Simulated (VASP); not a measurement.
Set up this calculation in VASP 6.6.1, as the native input.

| Quantity | Value |
| --- | --- |
| Task | single point |
| Functional | PBE |
| Potentials or basis | VASP PAW PBE potentials, release 64 (Na_pv, Cl) |
| Cutoff | 500 eV |
| k mesh | 2 × 2 × 2 |
| Occupations | gaussian, width 0.01 eV |
| Spin | no spin polarisation |
| Dipole correction | no |
| Further INCAR settings | ALGO = Normal; EDIFF = 1e-06; NBANDS = 14 |

The structure of NaCl lies in POSCAR:

```
NaCl
1.0
    0.0000000000      2.4816000000      2.4816000000
    2.4816000000      0.0000000000      2.4816000000
    2.4816000000      2.4816000000      0.0000000000
Na Cl
1 1
Direct
    0.0000000000      0.0000000000      0.0000000000
    0.4904247400      0.5261933800      0.5370375100
```

These files were run (other wordings do the same):

INCAR

```
SYSTEM = NaCl
ALGO = Normal
EDIFF = 1E-6
ENCUT = 500
GGA = PE
GGA_COMPAT = .False.
ISIF = 2
ISMEAR = 0
LASPH = .True.
LCHARG = .False.
LREAL = .False.
LWAVE = .False.
NBANDS = 14
NELM = 120
PREC = Accurate
SIGMA = 0.01
```

KPOINTS

```
k-points
0
Gamma
  2 2 2
  0 0 0
```

Potentials or basis: VASP PAW PBE potentials, release 64 (Na_pv, Cl).

Launch:

```sh
$ cat potpaw_PBE.64/Na_pv/POTCAR potpaw_PBE.64/Cl/POTCAR > POTCAR
$ mpirun -np 1 vasp_std > vasp.out
```

Results of the run:

The pressure is 32.5 GPa. The largest force is 1.103 eV/Å and the band gap on the k mesh is 6.98 eV.

Caveat: the k points lie up to 1.10 Å⁻¹ apart; forces of over 1 eV/Å act on the atoms, so gaps and moduli don't describe the material at rest.

Run time: 6.2 s on 1 thread of Intel(R) Xeon(R) Platinum 8259CL CPU @ 2.50GHz (Skylake/Cascade Lake), on a shared host, peak memory 0.14 GiB.
